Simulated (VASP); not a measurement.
# Ta: single point with PBE

Ta:

```xyz
1
Lattice="-1.7504 1.6513 1.6513 1.7504 -1.6513 1.6513 1.7504 1.6513 -1.6513" Properties=species:S:1:pos:R:3 pbc="T T T"
Ta    0.0000    0.0000    0.0000
```

This cell differs from its parent crystal: strain +0.0600 x Voigt [1, 0, 0, 0, 0, 0].

* Program: VASP 6.6.1
* Task: single point
* Functional: PBE
* Potentials or basis: VASP PAW PBE potentials, release 64 (Ta_pv)
* Cutoff: 520 eV
* k mesh: 20 × 20 × 20
* Occupations: gaussian, width 0.15 eV
* Spin: no spin polarisation
* Dipole correction: no
* Further INCAR settings: ALGO = Fast; EDIFF = 1e-06; NBANDS = 12

| Quantity | Value |
| --- | --- |
| Pressure | -7.4 GPa |
| Band gap on the k mesh | zero (an odd number of electrons rules out a gap without spin polarisation) |

Stress tensor (GPa, compression positive):
```
-10.88   0.00   0.00
  0.00  -5.66   0.00
  0.00   0.00  -5.66
```

Levels at points of the mesh, in eV from the Fermi level:
```csv
k point,band 1,band 2,band 3,band 4,band 5,band 6,band 7,band 8,band 9,band 10
"(0.00, 0.00, 0.00)",-33.33,-33.32,-33.32,-7.70,0.52,0.52,1.18,3.30,4.19,14.10
"(0.50, 0.00, 0.00)",-34.27,-33.67,-33.35,-4.11,-1.84,1.60,4.23,4.91,7.31,11.03
"(0.00, 0.50, 0.00)",-34.29,-33.61,-33.32,-4.16,-1.14,1.21,3.16,4.64,7.13,10.67
"(0.50, 0.50, 0.50)",-34.08,-33.95,-33.95,-3.57,-3.40,6.22,6.43,6.43,7.17,8.63
```

It took 2.5 min on 1 thread of Intel Xeon 8259CL, on a shared host, peak memory 0.26 GiB.

Caveat: the cell differs from its parent crystal (strain +0.0600 x Voigt [1, 0, 0, 0, 0, 0]); the stress differs along the axes, from -11 to -6 GPa; spin-orbit coupling is left out, which moves the levels of the heavy elements.
